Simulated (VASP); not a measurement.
# Sc (Cmmm) in VASP: a series of runs

The runs below take Sc through single point, with PBE.

Program: VASP 6.6.1. These are calculated values, not measurements. Logs are shortened: lines on timing, memory, paths and dates and some standing lists are left out, and cuts for length are marked.

## 1. The cell of the first run

The typed cell holds 3 atoms: a = 5.122 Å, b = 5.122 Å, c = 3.233 Å, α = 90.00°, β = 90.00°, γ = 59.98°.

## 2. Single point, PBE

Input file INCAR:

```
SYSTEM = Sc
  ALGO = Normal
  EDIFF = 1E-6
  ENCUT = 520
  GGA = PE
  ISIF = 2
  ISMEAR = 0
  LASPH = .TRUE.
  LCHARG = .FALSE.
  LREAL = .FALSE.
  LWAVE = .FALSE.
  NBANDS = 24
  NELM = 100
  PREC = Accurate
  SIGMA = 0.1
```

Input file KPOINTS:

```
k-points
0
G
  10 10 14
  0 0 0
```

Input file POSCAR:

```
Sc
1.0
    4.4361841245     -2.5603943384      0.0024221828
    4.4361841245      2.5603943384      0.0024221828
   -0.0017406310      0.0000000000      3.2326113691
Sc
3
Direct
    0.3333446656      0.3333446656      0.9999977160
    0.0000000000      0.0000000000      0.5000000000
    0.6666553344      0.6666553344      0.0000022840
```

Potentials or basis: VASP PAW PBE potentials, release 64 (Sc_sv).

On the command line:

```console
$ cat potpaw_PBE.64/Sc_sv/POTCAR > POTCAR
$ mpirun -np 1 vasp_std > vasp.out
```

OUTCAR:

```text
SYSTEM = Sc
   EDIFF = 1E-6
   ENCUT = 520
   GGA = PE
   ISIF = 2
   ISMEAR = 0
   LASPH = .TRUE.
   LREAL = .FALSE.
   NELM = 100
   PREC = Accurate

 ion  position               nearest neighbor table
   1  0.333  0.333  1.000-   3 2.96   3 2.96   3 2.96   2 3.37   2 3.37   2 3.37   2 3.37   2 3.37
                             2 3.37
   2  0.000  0.000  0.500-   3 3.37   3 3.37   1 3.37   1 3.37   3 3.37   1 3.37   3 3.37   1 3.37
                             3 3.37   1 3.37   3 3.37   1 3.37
   3  0.667  0.667  0.000-   1 2.96   1 2.96   1 2.96   2 3.37   2 3.37   2 3.37   2 3.37   2 3.37
                             2 3.37

  LATTYP: Found a simple monoclinic cell.
 ALAT       =     5.1207886768
 B/A-ratio  =     0.6312722594
 C/A-ratio  =     1.0002455216
 COS(beta)  =    -0.4998772693

  Lattice vectors:

 A1 = (   0.0000000000,  -5.1207886768,   0.0000000000)
 A2 = (  -0.0017406310,   0.0000000000,   3.2326113691)
 A3 = (  -4.4361841245,   2.5603943384,  -0.0024221828)

Analysis of symmetry for initial positions (statically):
=====================================================================
 Subroutine PRICEL returns:
 Original cell was already a primitive cell.

 Routine SETGRP: Setting up the symmetry group for a
 simple monoclinic supercell.

 Subroutine GETGRP returns: Found  4 space group operations
 (whereof  4 operations were pure point group operations)
 out of a pool of  4 trial point group operations.

The static configuration has the point symmetry C_2h.

Analysis of symmetry for dynamics (positions and initial velocities):
=====================================================================
 Subroutine PRICEL returns:
 Original cell was already a primitive cell.

 Routine SETGRP: Setting up the symmetry group for a
 simple monoclinic supercell.

 Subroutine GETGRP returns: Found  4 space group operations
 (whereof  4 operations were pure point group operations)
 out of a pool of  4 trial point group operations.

The dynamic configuration has the point symmetry C_2h.

 Subroutine INISYM returns: Found  4 space group operations
 (whereof  4 operations are pure point group operations),
 and found     1 'primitive' translations

----------------------------------------------------------------------------------------

                                     Primitive cell

  volume of cell :      73.4345

  direct lattice vectors                    reciprocal lattice vectors
     4.436184125 -2.560394338  0.002422183     0.112709446 -0.195282419  0.000060689
     4.436184125  2.560394338  0.002422183     0.112709446  0.195282419  0.000060689
    -0.001740631  0.000000000  3.232611369    -0.000168905  0.000000000  0.309347333

  length of vectors
     5.122045941  5.122045941  3.232611838     0.225474269  0.225474269  0.309347379

  position of ions in fractional coordinates (direct lattice)
     0.333344666  0.333344666  0.999997716
     0.000000000  0.000000000  0.500000000
     0.666655334  0.666655334  0.000002284

  ion indices of the primitive-cell ions
   primitive index   ion index
                 1           1
                 2           2
                 3           3

----------------------------------------------------------------------------------------

 KPOINTS: k-points

Automatic generation of k-mesh.
 Grid dimensions read from file:
 generate k-points for:   10   10   14

 Generating k-lattice:

  Cartesian coordinates                     Fractional coordinates (reciprocal lattice)
     0.011270945 -0.019528242  0.000006069     0.100000000 -0.000000000  0.000000000
     0.011270945  0.019528242  0.000006069    -0.000000000  0.100000000  0.000000000
    -0.000012065  0.000000000  0.022096238    -0.000000000 -0.000000000  0.071428571

  Length of vectors
     0.022547427  0.022547427  0.022096241

  Shift w.r.t. Gamma in fractional coordinates (k-lattice)
     0.000000000  0.000000000  0.000000000

 Subroutine IBZKPT returns following result:
 ===========================================

 Found    416 irreducible k-points:

 Following reciprocal coordinates:
            Coordinates               Weight
  0.000000  0.000000  0.000000      1.000000
  0.100000 -0.000000  0.000000      2.000000
  0.000000 -0.100000 -0.000000      2.000000
  0.200000 -0.000000  0.000000      2.000000
  0.000000 -0.200000 -0.000000      2.000000
  0.300000  0.000000  0.000000      2.000000
[... 16 lines left out ...]
 -0.300000  0.100000  0.000000      2.000000
 -0.100000  0.300000  0.000000      2.000000
 [... further k-points ...]
   k-points           NKPTS =    416   k-points in BZ     NKDIM =    416   number of bands    NBANDS=     24
   number of dos      NEDOS =    301   number of ions     NIONS =      3
   total plane-waves  NPLWV =  38400
   dimension x,y,z NGX =    40 NGY =   40 NGZ =   24
   dimension x,y,z NGXF=    80 NGYF=   80 NGZF=   48
   ions per type =               3
   NGX,Y,Z   is equivalent  to a cutoff of  12.98, 12.98, 12.34 a.u.
   NGXF,Y,Z  is equivalent  to a cutoff of  25.97, 25.97, 24.69 a.u.
 SYSTEM =  Sc
   PREC   = accura    normal or accurate (medium, high low for compatibility)
   ISTART =      0    job   : 0-new  1-cont  2-samecut
   ICHARG =      2    charge: 1-file 2-atom 10-const
   ISPIN  =      1    spin polarized calculation?
   LNONCOLLINEAR =      F non collinear calculations
   LSORBIT =      F    spin-orbit coupling
   LASPH  =      T    aspherical Exc in radial PAW
   ENCUT  =  520.0 eV  38.22 Ry    6.18 a.u.   9.52  9.52  6.01*2*pi/ulx,y,z
   NELM   =    100;   NELMIN=  2; NELMDL= -5     # of ELM steps
   EDIFF  = 0.1E-05   stopping-criterion for ELM
   LREAL  =      F    real-space projection
   EDIFFG = 0.1E-04   stopping-criterion for IOM
   NSW    =      0    number of steps for IOM
   IBRION =     -1    ionic relax: 0-MD 1-quasi-New 2-CG
   NFREE  =      0    steps in history (QN), initial steepest desc. (CG)
   ISIF   =      2    stress and relaxation
   ISYM   =      2    0-nonsym 1-usesym 2-fastsym
   POTIM  = 0.5000    time-step for ionic-motion
   TEBEG  =    0.0;   TEEND  =   0.0 temperature during run
   PSTRESS=    0.0 pullay stress
   NELECT =      33.0000    total number of electrons
   NUPDOWN=      -1.0000    fix difference up-down
   EMIN   =  10.00;   EMAX   =-10.00  energy-range for DOS
   EFERMI =   0.00;   METHOD = LEGACY
   ISMEAR =     0;   SIGMA  =   0.10  broadening in eV -4-tet -1-fermi 0-gaus
   EFERMI_NEDOS =   21; number of points for ismear=-14 and -15
   IALGO  =     38    algorithm
   IMIX   =      4    mixing-type and parameters
     AMIX     =   0.40;   BMIX     =  1.00
     AMIX_MAG =   1.60;   BMIX_MAG =  1.00
  volume/ion in A,a.u.               =      24.48       165.19
  Fermi-wavevector in a.u.,A,eV,Ry     =   1.253948  2.369618 21.393598  1.572385
  Thomas-Fermi vector in A             =   2.387776
   LORBIT       =      0    0 simple, 1 ext, 2 COOP (PROOUT), +10 PAW based schemes
   GGA     = PE    functional components
   LHFCALC =     F    Hartree Fock is set to
   AEXX    =    0.0000 exact exchange contribution
   IVDW    =     0    specifies the selected vdW correction
   LEPSILON=     F    determine dielectric tensor
   LRPA    =     F    only Hartree local field effects (RPA)
 non-spin polarized calculation
 Gauss-broadening in eV      SIGMA  =   0.10
  energy-cutoff  :      520.00
  volume of cell :       73.43
 maximum number of plane-waves:      2016
 NGX is ok and might be reduce to    40
   NGX = 19   NGY = 19   NGZ = 13

 number of electron      33.0000003 magnetization

 Free energy of the ion-electron system (eV)
  ---------------------------------------------------
  ext. energy  EPLUGINS =         0.00000000
  ---------------------------------------------------
  free energy    TOTEN  =       -18.58451723 eV

  energy without entropy =      -18.55291125  energy(sigma->0) =      -18.56871424

 E-fermi :   3.6602     XC(G=0):  -9.9009

 val. band max:        3.6561426131   @ k =   0.0000   0.0000   0.0000
 cond. band min:       3.6650452817   @ k =   0.4000   0.4000   0.3571
 fundamental gap:      0.0089026685
 Fermi energy:         3.6602439766

 k-point     1 :       0.0000    0.0000    0.0000
  band No.  band energies     occupation
      1     -45.7358      2.00000
      2     -45.6757      2.00000
      3     -45.6213      2.00000
      4     -24.4936      2.00000
      5     -24.4935      2.00000
      6     -24.3838      2.00000
[... 16 lines left out ...]
     23       6.0325      0.00000
     24       6.0416      0.00000

 k-point     2 :       0.1000   -0.0000    0.0000
  band No.  band energies     occupation
      1     -45.7333      2.00000
      2     -45.6762      2.00000
      3     -45.6234      2.00000
      4     -24.5082      2.00000
      5     -24.4993      2.00000
      6     -24.3676      2.00000
[... 16 lines left out ...]
     23       5.8206      0.00000
     24       5.8494      0.00000

 k-point     3 :       0.0000   -0.1000   -0.0000
  band No.  band energies     occupation
      1     -45.7333      2.00000
      2     -45.6762      2.00000
      3     -45.6234      2.00000
      4     -24.5082      2.00000
      5     -24.4993      2.00000
      6     -24.3676      2.00000
[... 16 lines left out ...]
     23       5.8206      0.00000
     24       5.8494      0.00000
[... 514 lines left out ...]
 k-point    23 :      -0.3000    0.1000    0.0000
  band No.  band energies     occupation
      1     -45.7084      2.00000
      2     -45.6805      2.00000
      3     -45.6442      2.00000
      4     -24.5655      2.00000
      5     -24.4768      2.00000
      6     -24.3111      2.00000
[... 16 lines left out ...]
     23       5.7490      0.00000
     24       6.4695      0.00000

 k-point    24 :      -0.1000    0.3000    0.0000
  band No.  band energies     occupation
      1     -45.7084      2.00000
      2     -45.6805      2.00000
      3     -45.6442      2.00000
      4     -24.5655      2.00000
      5     -24.4768      2.00000
      6     -24.3111      2.00000
[... 16 lines left out ...]
     23       5.7490      0.00000
     24       6.4694      0.00000

 [... further k-points ...]

------------------------ aborting loop because EDIFF is reached ----------------------------------------

  FORCE on cell =-STRESS in cart. coord.  units (eV):
  Direction    XX          YY          ZZ          XY          YZ          ZX
  --------------------------------------------------------------------------------------
  -------------------------------------------------------------------------------------
  Total        0.0134276      0.0191269      0.0099410     -0.0000022     -0.0000000      0.0000020
  in kB        0.2929613      0.4173059      0.2168911     -0.0000479     -0.0000000      0.0000432
  external PRESSURE =       0.3090528 kB  Pullay stress =       0.0000000 kB

 VOLUME and BASIS-vectors are now :
 -----------------------------------------------------------------------------
  energy-cutoff  :      520.00
  volume of cell :       73.43
      direct lattice vectors                 reciprocal lattice vectors
     4.436184125 -2.560394338  0.002422183     0.112709446 -0.195282419  0.000060689
     4.436184125  2.560394338  0.002422183     0.112709446  0.195282419  0.000060689
    -0.001740631  0.000000000  3.232611369    -0.000168905  0.000000000  0.309347333

 POSITION                                       TOTAL-FORCE (eV/Angst)
 -----------------------------------------------------------------------------------
      2.95582      0.00000      3.23422        -0.000106      0.000004     -0.000000
     -0.00087      0.00000      1.61631         0.000000      0.000000      0.000000
      5.91481      0.00000      0.00324         0.000106     -0.000004      0.000000
 -----------------------------------------------------------------------------------
    total drift:                                0.000000      0.000000      0.000000

  FREE ENERGIE OF THE ION-ELECTRON SYSTEM (eV)
  ---------------------------------------------------
  free  energy   TOTEN  =       -18.5845172253 eV

  energy  without entropy=      -18.5529112479  energy(sigma->0) =      -18.56871424
```

Run time: 11 min. Hardware: 1 thread of Intel Xeon Platinum 8375C at 2.90GHz (Ice Lake), shared host; peak memory 0.62 GiB.

What came out:

| Property | Result |
| --- | --- |
| Free energy | -18.5845 eV |
| Pressure | 0.0 GPa |

Levels at points of the mesh, in eV from the Fermi level:
```tsv
k point	band 13	band 14	band 15	band 16	band 17	band 18	band 19	band 20
(0.00, 0.00, 0.00)	-5.07	-0.75	-0.02	-0.02	-0.01	0.00	0.73	1.64
(0.50, 0.00, 0.00)	-3.05	-3.00	-1.56	0.48	0.62	0.68	0.76	1.02
(0.00, 0.50, 0.00)	-3.05	-3.00	-1.56	0.48	0.62	0.68	0.76	1.02
(0.50, 0.50, 0.00)	-3.05	-3.00	-1.56	0.48	0.62	0.67	0.77	1.02
(0.00, 0.00, 0.50)	-1.87	-1.45	-0.83	-0.83	-0.51	-0.51	1.67	1.67
(0.50, 0.00, 0.50)	-1.49	-1.26	-0.63	-0.28	-0.08	-0.08	0.85	1.31
(0.00, 0.50, 0.50)	-1.49	-1.26	-0.63	-0.28	-0.08	-0.08	0.85	1.31
(0.50, 0.50, 0.50)	-1.49	-1.26	-0.63	-0.28	-0.08	-0.08	0.85	1.31
```

[end of part 1 of 2]
